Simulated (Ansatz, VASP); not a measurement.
Given: the input of a run of VASP 6.6.1 on TePb.

Contents of INCAR:

```
ALGO = Normal ; EDIFF = 1E-7
EDIFFG = -0.01 ; ENCUT = 600
GGA = CA ; IBRION = 2
ISIF = 3 ; ISMEAR = 0
LASPH = True ; LCHARG = False
LREAL = False ; LWAVE = False
NELM = 60 ; NSW = 60
PREC = Accurate ; SIGMA = 0.01
```

File KPOINTS:

```
k-points
0
Gamma
  7 7 7
```

File POSCAR:

```
TePb
1.0
    0.0000000000      3.2310000000      3.2310000000
    3.2310000000      0.0000000000      3.2310000000
    3.2310000000      3.2310000000      0.0000000000
Pb Te
1 1
Direct
    0.0000000000      0.0000000000      0.0000000000
    0.5000000000      0.5000000000      0.5000000000
```

Potentials or basis: VASP PAW LDA potentials, release 64 (Pb_d, Te).

Run with:

```sh
$ cat potpaw_LDA.64/Pb_d/POTCAR potpaw_LDA.64/Te/POTCAR > POTCAR
$ mpirun -np 1 vasp_std > vasp.out
```

Problem. Set up the same calculation for Ansatz 0.2.0. Potentials there: Ansatz PAW.

Solution. As run (the cutoff follows the program's own potentials):

input.yaml

```yaml
crystal:
  lattice:
    - [0.0, 3.231, 3.231]
    - [3.231, 0.0, 3.231]
    - [3.231, 3.231, 0.0]
  atoms:
    - { symbol: Pb, position: [0.0, 0.0, 0.0] }
    - { symbol: Te, position: [0.5, 0.5, 0.5] }
hamiltonian:
  xc: lda
  pseudopotentials: { kind: paw }
kpoints:
  mp_grid: { grid: [7, 7, 7] }
scf:
  occupations: { method: gaussian, width: 0.01 }
output:
  forces: true
  stress: true
relax:
  f_tol: 0.01
  max_steps: 40
  cell: { stress_tol: 0.05 }
```

Potentials or basis: Ansatz PAW.

Run with:

```bash
$ ansatz run input.yaml --threads 2 --pin off --max-ram 5632MiB --backend cpu --events-out ev --progress --plain --runs-dir out
```

Both were run:

|  | VASP | Ansatz | Ansatz less VASP |
| --- | --- | --- | --- |
| relaxed volume (Å³/atom) | 32.52 | 32.48 | -0.048 |
| relaxed cell length with the largest relative difference (Å) | 4.514 | 4.512 | -0.0022 |

LDA's correlation is that of Perdew and Zunger in VASP and of Perdew and Wang (1992) in Ansatz. VASP's potentials hold 20 valence electrons a cell and Ansatz's 30, so a difference there can come from the potentials and not from the codes.

Spin-orbit coupling is off throughout. Noted on Ansatz's run: the plane-wave basis is chosen anew once the cell has moved, so the energies of steps on either side of that aren't comparable.
